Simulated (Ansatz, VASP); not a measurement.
# O: VASP beside Ansatz

File INCAR:

```
ALGO = Normal
EDIFF = 1E-6
ENCUT = 520
GGA = PS
ISIF = 2
ISMEAR = -1
LASPH = True
LCHARG = True
LELF = True
LREAL = False
LVHAR = True
LWAVE = False
NBANDS = 13
NELM = 100
PREC = Accurate
SIGMA = 0.02
```

The input KPOINTS:

```
k-points
0
Gamma
  10 10 10
```

File POSCAR:

```
O
1.0
    1.4327754493      0.8272132913      3.4308721810
   -1.4327754493      0.8272132913      3.4308721810
    0.0000000000     -1.6544265826      3.4308721810
O
2
Direct
    0.0577000000      0.0577000000      0.0577000000
    0.9423000000      0.9423000000      0.9423000000
```

Input for Ansatz:

```yaml
crystal:
  lattice:
    - [1.4327754493, 0.8272132913, 3.430872181]
    - [-1.4327754493, 0.8272132913, 3.430872181]
    - [0.0, -1.6544265826, 3.430872181]
  atoms:
    - { symbol: O, position: [0.0577, 0.0577, 0.0577] }
    - { symbol: O, position: [0.9423, 0.9423, 0.9423] }
kpoints:
  mp_grid: { grid: [10, 10, 10] }
  band_path:
    path:
      - [0.0, 0.0, 0.0]
      - [0.5, 0.5, 0.5]
      - [0.7945777149, 0.2054222851, 0.5]
      - [0.5, -0.2054222851, 0.2054222851]
      - [0.5, 0.0, 0.0]
      - [0.0, 0.0, 0.0]
      - [0.3527111426, -0.3527111426, 0.0]
      - [0.6472888574, 0.0, 0.3527111426]
      - [0.5, 0.0, 0.5]
    npoints: 5
scf:
  occupations: { method: fermi_dirac, width: 0.02 }
hamiltonian:
  xc: pbesol
  pseudopotentials: { kind: all_electron, lapw: { basis_error: 0.0005 } }
output:
  forces: true
  stress: true
  eigenvalues: true
```

Change from the starting cell: volume scaled by 1.02.

Alike in both runs: task single point; functional PBEsol; k mesh 10 × 10 × 10; occupations fermi-dirac, width 0.02 eV; no spin polarisation.

|  | VASP | Ansatz |
| --- | --- | --- |
| version | VASP 6.6.1 | Ansatz 0.2.0 |
| potentials or method | VASP PAW PBE potentials, release 64 (O), cutoff 520 eV | all-electron LAPW, scalar-relativistic |

|  | VASP | Ansatz | Ansatz less VASP |
| --- | --- | --- | --- |
| pressure (GPa) | 3.6 | -0.1 | -3.74 |
| traceless stress, the component that is largest in VASP (GPa) | 24.86 | 16.73 | -8.136 |
| rms of the force components (eV/Å) | 1.826 | 0.910 | -0.9163 |

VASP's potentials were made for PBE, not for PBEsol. Atom by atom the forces differ by 0.916 eV/Å (rms over components). Ansatz ran all-electron here, and VASP with PAW potentials.

Noted on VASP's run: the standard files for N, O and F lose accuracy on very short bonds; spin is off for a triplet molecule.
